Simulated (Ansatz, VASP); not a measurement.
CaO in VASP and in Ansatz

```
Ca O
1.0
     0.00000    2.38354    2.38354
     2.38354    0.00000    2.38354
     2.38354    2.38354    0.00000
Ca O
1 1
Direct
  0.00000 0.00000 0.00000
  0.50000 0.50000 0.50000
```

Alike in both runs: functional PBEsol; k mesh 8 × 8 × 8; occupations gaussian, width 0.1 eV; no spin polarisation.

Ansatz relaxed the structure, and its values are those at the end. VASP's run is a single point on that final structure, the one shown.

|  | VASP | Ansatz |
| --- | --- | --- |
| version | VASP 6.6.1 | Ansatz 0.2.0 |
| potentials or method | VASP PAW PBE potentials, release 64 (Ca_sv, O), cutoff 600 eV | scalar-relativistic, plane waves, PAW |
| valence electrons in the cell | 16 | 16 |

```tsv
	VASP	Ansatz	Ansatz less VASP
gap on the k mesh at the Fermi level (eV)	3.52	3.54	+0.021
least direct gap on the mesh (eV)	3.89	3.92	+0.021
pressure (GPa)	0.5	0.0	-0.56
```

VASP's potentials were made for PBE, not for PBEsol, and Ansatz warns of the same on its side.
